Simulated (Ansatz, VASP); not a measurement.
**ZnS in VASP and in Ansatz**

```xyz
2
Lattice="0.0000 2.7117 2.7117 2.7117 0.0000 2.7117 2.7117 2.7117 0.0000" Properties=species:S:1:pos:R:3 pbc="T T T"
Zn    1.3558    1.3558    1.3558
S     0.0000    0.0000    0.0000
```

Alike in both runs: task single point; functional PBE; k mesh 6 × 6 × 6; occupations gaussian, width 0.05 eV; no spin polarisation.

|  | VASP | Ansatz |
| --- | --- | --- |
| version | VASP 6.6.1 | Ansatz 0.2.0 |
| potentials or method | VASP PAW PBE potentials, release 64 (Zn, S), cutoff 500 eV | scalar-relativistic, plane waves, PAW |
| valence electrons in the cell | 18 | 18 |

|  | VASP | Ansatz | Ansatz less VASP |
| --- | --- | --- | --- |
| gap on the k mesh at the Fermi level (eV) | 2.07 | 2.06 | -0.004 |
| least direct gap on the mesh (eV) | 2.07 | 2.06 | -0.004 |
| pressure (GPa) | 1.0 | 0.8 | -0.14 |

The functional is the same, so the differences come from potentials, cutoffs and numerics.
